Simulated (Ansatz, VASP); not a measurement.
**AlN in VASP and in Ansatz**

File INCAR:

```
PREC = Accurate
ENCUT = 600
EDIFF = 1E-6
ISMEAR = 0
SIGMA = 0.02
LREAL = False
LASPH = True
NELM = 120
ALGO = Normal
ISIF = 2
LWAVE = False
LCHARG = False
GGA = PE
NBANDS = 11
GGA_COMPAT = False
```

The input KPOINTS:

```
regular mesh
0
Gamma
  10 10 10
```

Contents of POSCAR:

```
AlN
1.0
    0.0000000000      2.1097807544      2.1097807544
    2.1097807544      0.0000000000      2.1097807544
    2.1097807544      2.1097807544      0.0000000000
Al N
1 1
Direct
    0.0000000000      0.0000000000      0.0000000000
    0.7500000000      0.7500000000      0.7500000000
```

Input for Ansatz:

```yaml
crystal:
  lattice:
    - [0.0, 2.1097807544, 2.1097807544]
    - [2.1097807544, 0.0, 2.1097807544]
    - [2.1097807544, 2.1097807544, 0.0]
  atoms:
    - { symbol: Al, position: [0.0, 0.0, 0.0] }
    - { symbol: "N", position: [0.75, 0.75, 0.75] }
basis:
  ecutwfc: 420
kpoints:
  mp_grid: { grid: [10, 10, 10] }
hamiltonian:
  xc: pbe
scf:
  occupations: { method: gaussian, width: 0.02 }
output:
  forces: true
  stress: true
  eigenvalues: true
```

Alike in both runs: task single point; functional PBE; k mesh 10 × 10 × 10; occupations gaussian, width 0.02 eV; no spin polarisation.

|  | VASP | Ansatz |
| --- | --- | --- |
| version | VASP 6.6.1 | Ansatz 0.2.0 |
| potentials or method | VASP PAW PBE potentials, release 64 (Al, N), cutoff 600 eV | scalar-relativistic, plane waves, PAW |
| valence electrons in the cell | 8 | 8 |

```tsv
	VASP	Ansatz	Ansatz less VASP
gap on the k mesh at the Fermi level (eV)	3.36	3.37	+0.010
least direct gap on the mesh (eV)	5.15	5.13	-0.017
```
